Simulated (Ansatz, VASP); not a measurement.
**One calculation of BN, two programs**

Contents of INCAR:

```
SYSTEM = BN
PREC = Accurate
ENCUT = 520
EDIFF = 1E-6
ISMEAR = 0
SIGMA = 0.02
LREAL = .FALSE.
LASPH = .TRUE.
NELM = 80
ALGO = Normal
ISIF = 2
LWAVE = .FALSE.
LCHARG = .FALSE.
GGA = PE
NBANDS = 11
```

File KPOINTS:

```
Automatic mesh
0
G
  12 12 12
  0 0 0
```

The input POSCAR:

```
BN
1.0
    0.0000000000      1.8708435290      1.8708435290
    1.8708435290      0.0000000000      1.8708435290
    1.8708435290      1.8708435290      0.0000000000
B N
1 1
Direct
    0.2500000000      0.2500000000      0.2500000000
    0.5000000000      0.5000000000      0.5000000000
```

Input for Ansatz:

```yaml
crystal:
  lattice:
    - [0.0, 1.870843529, 1.870843529]
    - [1.870843529, 0.0, 1.870843529]
    - [1.870843529, 1.870843529, 0.0]
  atoms:
    - { symbol: B, position: [0.25, 0.25, 0.25] }
    - { symbol: "N", position: [0.5, 0.5, 0.5] }
basis:
  ecutwfc: 420
kpoints:
  mp_grid: { grid: [12, 12, 12] }
hamiltonian:
  xc: pbe
scf:
  occupations: { method: gaussian, width: 0.02 }
output:
  forces: true
  stress: true
  eigenvalues: true
```

Alike in both runs: task single point; functional PBE; k mesh 12 × 12 × 12; occupations gaussian, width 0.02 eV; no spin polarisation.

|  | VASP | Ansatz |
| --- | --- | --- |
| version | VASP 6.6.1 | Ansatz 0.2.0 |
| potentials or method | VASP PAW PBE potentials, release 64 (B, N), cutoff 520 eV | scalar-relativistic, plane waves, PAW |
| valence electrons in the cell | 8 | 8 |

VASP gave:

| Item | Value |
| --- | --- |
| gap on the k mesh at the Fermi level (eV) | 4.34 |
| least direct gap on the mesh (eV) | 8.33 |

Estimate Ansatz's values.

gap on the k mesh at the Fermi level (eV): 4.35; least direct gap on the mesh (eV): 8.34.
